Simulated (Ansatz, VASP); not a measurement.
**TePb in VASP and in Ansatz**

File INCAR:

```
ALGO = Normal
EDIFF = 1E-7
ENCUT = 520
GGA = RE
ISIF = 2
ISMEAR = -1
LASPH = T
LCHARG = T
LELF = T
LREAL = F
LVHAR = T
LWAVE = F
NBANDS = 17
NELM = 60
PREC = Accurate
SIGMA = 0.05
```

File KPOINTS:

```
k-points
0
Gamma
  7 7 7
```

The input POSCAR:

```
TePb
1.0
    4.0022870000      0.0000000000      0.0000000000
    0.0000000000      4.0022870000      0.0000000000
    0.0000000000      0.0000000000      4.0022870000
Pb Te
1 1
Direct
    0.0000000000      0.0000000000      0.0000000000
    0.5000000000      0.5000000000      0.5000000000
```

Contents of input.yaml:

```yaml
crystal:
  lattice:
    - [4.002287, 0.0, 0.0]
    - [0.0, 4.002287, 0.0]
    - [0.0, 0.0, 4.002287]
  atoms:
    - { symbol: Pb, position: [0.0, 0.0, 0.0] }
    - { symbol: Te, position: [0.5, 0.5, 0.5] }
kpoints:
  mp_grid: { grid: [7, 7, 7] }
  band_path:
    path:
      - [0.0, 0.0, 0.0]
      - [0.0, 0.5, 0.0]
      - [0.5, 0.5, 0.0]
      - [0.0, 0.0, 0.0]
      - [0.5, 0.5, 0.5]
      - [0.0, 0.5, 0.0]
    npoints: 10
scf:
  occupations: { method: fermi_dirac, width: 0.05 }
hamiltonian:
  xc: revpbe
  pseudopotentials: { kind: all_electron, lapw: { basis_error: 0.001 } }
output:
  forces: true
  stress: true
  eigenvalues: true
```

Alike in both runs: functional revPBE; k mesh 7 × 7 × 7; occupations fermi-dirac, width 0.05 eV; no spin polarisation.

|  | VASP | Ansatz |
| --- | --- | --- |
| version | VASP 6.6.1 | Ansatz 0.2.0 |
| potentials or method | VASP PAW PBE potentials, release 64 (Pb_d, Te), cutoff 520 eV | all-electron LAPW, scalar-relativistic |
| task | single point | band structure |

|  | VASP | Ansatz | Ansatz less VASP |
| --- | --- | --- | --- |
| gap on the k mesh at the Fermi level (eV) | none | none | - |
| pressure (GPa) | 1.1 | 1.1 | +0.06 |

VASP's potentials were made for PBE, not for revPBE. A gap of «none» marks a metal or a gap that the smearing closes. Ansatz ran all-electron here, and VASP with PAW potentials.

Spin-orbit coupling is off throughout.
